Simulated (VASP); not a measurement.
# Si16Ge (a cell with a defect) in VASP: a series of runs, part 2 of 2

VASP 6.6.1.

### Step 3. Single point, PBEsol

INCAR

```
SYSTEM = Si16Ge
PREC     = Accurate       ! precision mode
ENCUT    = 520            ! plane-wave cutoff, eV
EDIFF    = 1E-7           ! SCF threshold, eV
ISMEAR   = 0              ! smearing method
SIGMA    = 0.02           ! smearing width, eV
LREAL    = Auto         
LASPH    = .True.         ! aspherical terms in the spheres
NELM     = 80             ! most SCF steps
ALGO     = Normal         ! electronic algorithm
ISIF     = 2              ! what is computed and relaxed
LWAVE    = .False.        ! write WAVECAR
LCHARG   = .False.        ! write CHGCAR
GGA      = PS             ! functional
NBANDS   = 53             ! bands
```

KPOINTS

```
Automatic mesh
0
Gamma
  2 2 2
  0 0 0
```

POSCAR

```
Si16Ge
1.0
    0.0000000000      5.4300000000      5.4300000000
    5.4300000000      0.0000000000      5.4300000000
    5.4300000000      5.4300000000      0.0000000000
Si Ge
16 1
Direct
    0.0422802947     -0.0137830571     -0.0139760589
    0.1346337937      0.1266205341      0.1263951197
   -0.0109247698      0.0168470534      0.4968564457
    0.1337401473      0.1274891344      0.6127421731
   -0.0110574586      0.4970721915      0.0166620626
    0.1336490792      0.6129275322      0.1273288214
   -0.0122961326      0.4985116022      0.4983953959
    0.0669762431      0.6449419890      0.6447401473
    0.5054045120      0.0099183241      0.0097776243
    0.6682171271      0.1110942910      0.1108709024
    0.5052206262      0.0094605893      0.4759383057
    0.6104480663      0.1588716390      0.6136047882
    0.5051665746      0.4761512891      0.0093109576
    0.6103269797      0.6137787293      0.1586013812
    0.4377084715      0.5217911602      0.5215287293
    0.6092834254      0.6173208103      0.6173707182
    0.6637725599      0.7808029466      0.7803712707
```

Potentials or basis: VASP PAW PBE potentials, release 64 (Si, Ge_d).

Command:

```console
$ cat potpaw_PBE.64/Si/POTCAR potpaw_PBE.64/Ge_d/POTCAR > POTCAR
$ mpirun -np 1 vasp_std > vasp.out
```

Wall time 3.8 min (1 thread of Intel Xeon Platinum 8259CL at 2.50GHz (Skylake/Cascade Lake), shared host); peak memory 0.5 GiB.

The run converged. Its results:

* Free energy: -92.5116 eV
* Pressure: 4.0 GPa
* Largest force: 0.449 eV/Å
* Band gap on the k mesh: zero (band 39 reaches 6.80 eV, above the bottom of band 40 at 6.61 eV)

Forces in eV/Å, atoms in the order of the input:
```
Si   0.055 -0.061 -0.061
Si   0.020 -0.030 -0.030
Si  -0.002  0.007 -0.033
Si   0.026 -0.028 -0.030
Si  -0.001 -0.032  0.007
Si   0.026 -0.029 -0.029
Si   0.032  0.005  0.005
Si  -0.094  0.097  0.097
Si   0.005 -0.030 -0.029
Si   0.053 -0.054 -0.054
Si   0.036 -0.031 -0.036
Si   0.018  0.008 -0.091
Si   0.037 -0.037 -0.032
Si   0.018 -0.091  0.009
Si  -0.054  0.055  0.055
Si   0.103  0.002  0.004
Ge  -0.280  0.249  0.247
```

Stress tensor (GPa, compression positive):
```
 4.17  0.70  0.70
 0.70  3.89 -0.71
 0.70 -0.71  3.87
```

Levels at points of the mesh, in eV from the Fermi level:
| k point | band 37 | band 38 | band 39 | band 40 | band 41 | band 42 |
| --- | --- | --- | --- | --- | --- | --- |
| (0.00, 0.00, 0.00) | -0.64 | -0.62 | -0.52 | -0.18 | -0.16 | 0.06 |
| (0.50, 0.00, 0.00) | -1.34 | -1.31 | -0.37 | 0.33 | 0.38 | 1.09 |
| (0.00, 0.50, 0.00) | -1.42 | -1.13 | -0.14 | 0.13 | 0.73 | 0.75 |
| (0.00, 0.00, 0.50) | -1.42 | -1.13 | -0.14 | 0.13 | 0.72 | 0.75 |
| (0.50, 0.50, 0.50) | -1.40 | -1.12 | -0.13 | 0.12 | 0.72 | 0.77 |
| (0.50, 0.50, 0.00) | -1.76 | -1.08 | 0.00 | 0.47 | 1.13 | 1.23 |
| (0.00, 0.50, 0.50) | -1.77 | -1.10 | 0.01 | 0.48 | 1.12 | 1.22 |
| (0.50, 0.00, 0.50) | -1.76 | -1.08 | 0.00 | 0.47 | 1.13 | 1.23 |

Caveat: the k points lie up to 0.50 Å⁻¹ apart; the PAW data sets were made with another functional, which shifts forces and pressure a little.

### Step 4. Single point, PBEsol

INCAR

```
SYSTEM = Si16Ge
PREC = Accurate ; ENCUT = 520
EDIFF = 1E-7 ; ISMEAR = 0
SIGMA = 0.02 ; LREAL = Auto
LASPH = .TRUE. ; NELM = 100
ALGO = Normal ; ISIF = 2
LWAVE = .FALSE. ; LCHARG = .FALSE.
GGA = PS ; NBANDS = 53
```

KPOINTS

```
regular mesh
0
G
  2 2 2
  0 0 0
```

POSCAR

```
Si16Ge
1.0
    0.0000000000      5.4300000000      5.4300000000
    5.4300000000      0.0000000000      5.4300000000
    5.4300000000      5.4300000000      0.0000000000
Si Ge
16 1
Direct
    0.0233394107     -0.0076815838     -0.0080771639
    0.1283626151      0.1260880295      0.1256506446
   -0.0050458564      0.0116405157      0.4965911602
    0.1287990792      0.1266289134      0.6189384899
   -0.0050918048      0.4970669429      0.0111199816
    0.1287750460      0.6193190608      0.1262319521
   -0.0055263352      0.4988031308      0.4984187845
    0.1027938306      0.6340389503      0.6334776243
    0.5002061694      0.0070015654      0.0065748619
    0.6511547882      0.1168549724      0.1164010129
    0.4998005525      0.0078686924      0.4853497238
    0.6148355433      0.1487038674      0.6159622468
    0.4997441068      0.4857339779      0.0074897790
    0.6147239411      0.6163889503      0.1481823204
    0.4665584715      0.5124982505      0.5119697053
    0.6126395028      0.6211004604      0.6208787293
    0.7113710866      0.7644313076      0.7638784530
```

Potentials or basis: VASP PAW PBE potentials, release 64 (Si, Ge_d).

Command:

```console
$ cat potpaw_PBE.64/Si/POTCAR potpaw_PBE.64/Ge_d/POTCAR > POTCAR
$ mpirun -np 1 vasp_std > vasp.out
```

OUTCAR:

```text
SYSTEM = Si16Ge
   PREC = Accurate
   ENCUT = 520
   EDIFF = 1E-7
   ISMEAR = 0
   LREAL = Auto
   LASPH = .TRUE.
   NELM = 100
   ISIF = 2
   GGA = PS

 ion  position               nearest neighbor table
   1  0.023  0.992  0.992-  10 2.33   2 2.34   4 2.34   6 2.34
   2  0.128  0.126  0.126-   3 2.33   5 2.33   9 2.33   1 2.34
   3  0.995  0.012  0.497-   2 2.33   4 2.33   8 2.37  12 2.38  17 2.89
   4  0.129  0.127  0.619-  11 2.33   3 2.33   7 2.33   1 2.34
   5  0.995  0.497  0.011-   2 2.33   6 2.33   8 2.37  14 2.38  17 2.89
   6  0.129  0.619  0.126-  13 2.33   5 2.33   7 2.33   1 2.34
[... 656 lines left out ...]
  Total        8.5177334      9.2385778      9.2695456      0.1335572      0.0448528      0.1302184
  in kB       42.6191850     46.2259899     46.3809397      0.6682644      0.2244246      0.6515588
  external PRESSURE =      45.0753715 kB  Pullay stress =       0.0000000 kB

 VOLUME and BASIS-vectors are now :
 -----------------------------------------------------------------------------
  energy-cutoff  :      520.00
  volume of cell :      320.21
      direct lattice vectors                 reciprocal lattice vectors
     0.000000000  5.430000000  5.430000000    -0.092081031  0.092081031  0.092081031
     5.430000000  0.000000000  5.430000000     0.092081031 -0.092081031  0.092081031
     5.430000000  5.430000000  0.000000000     0.092081031  0.092081031 -0.092081031

 POSITION                                       TOTAL-FORCE (eV/Angst)
 -----------------------------------------------------------------------------------
     10.77443      5.51287      5.51502         0.048112     -0.050501     -0.051653
      1.36694      1.37929      1.38167         0.006675     -0.033757     -0.034549
      2.75970      8.09909      5.46581        -0.008119      0.009126     -0.009592
      4.04843      4.06022      1.38697         0.027634     -0.005763     -0.029833
      2.75946      5.46273      8.10142        -0.008024     -0.009776      0.009904
      4.04834      1.38469      4.06215         0.027808     -0.029425     -0.005480
[... 9 lines left out ...]
      6.74395      6.69800      6.69921         0.038142      0.015904      0.016657
      8.29872      8.01061      8.01361        -0.103955      0.099141      0.098743
 -----------------------------------------------------------------------------------
    total drift:                               -0.001901      0.001369      0.000362

  FREE ENERGIE OF THE ION-ELECTRON SYSTEM (eV)
  ---------------------------------------------------
  free  energy   TOTEN  =       -92.7123870715 eV

  energy  without entropy=      -92.7117136322  energy(sigma->0) =      -92.71205035
```

Wall time 4.5 min (1 thread of Intel Xeon Platinum 8259CL at 2.50GHz (Skylake/Cascade Lake), shared host); peak memory 0.5 GiB.

What came out:

- Free energy: -92.7124 eV
- Pressure: 4.5 GPa
- Largest force: 0.174 eV/Å
- Band gap on the k mesh: zero (band 39 reaches 6.86 eV, above the bottom of band 40 at 6.59 eV)

Forces on the atoms (eV/Å):
```
Si   0.048 -0.051 -0.052
Si   0.007 -0.034 -0.035
Si  -0.008  0.009 -0.010
Si   0.028 -0.006 -0.030
Si  -0.008 -0.010  0.010
Si   0.028 -0.029 -0.005
Si   0.010  0.013  0.013
Si  -0.066  0.073  0.073
Si  -0.013 -0.039 -0.038
Si   0.049 -0.048 -0.049
Si   0.037  0.007 -0.035
Si  -0.015  0.014 -0.034
Si   0.037 -0.035  0.007
Si  -0.016 -0.035  0.014
Si  -0.052  0.055  0.055
Si   0.038  0.016  0.017
Ge  -0.104  0.099  0.099
```

Stress tensor (GPa, compression positive):
```
4.26 0.07 0.07
0.07 4.62 0.02
0.07 0.02 4.64
```

Caveat: the k points lie up to 0.50 Å⁻¹ apart; the PAW data sets were made with another functional, which shifts forces and pressure a little.
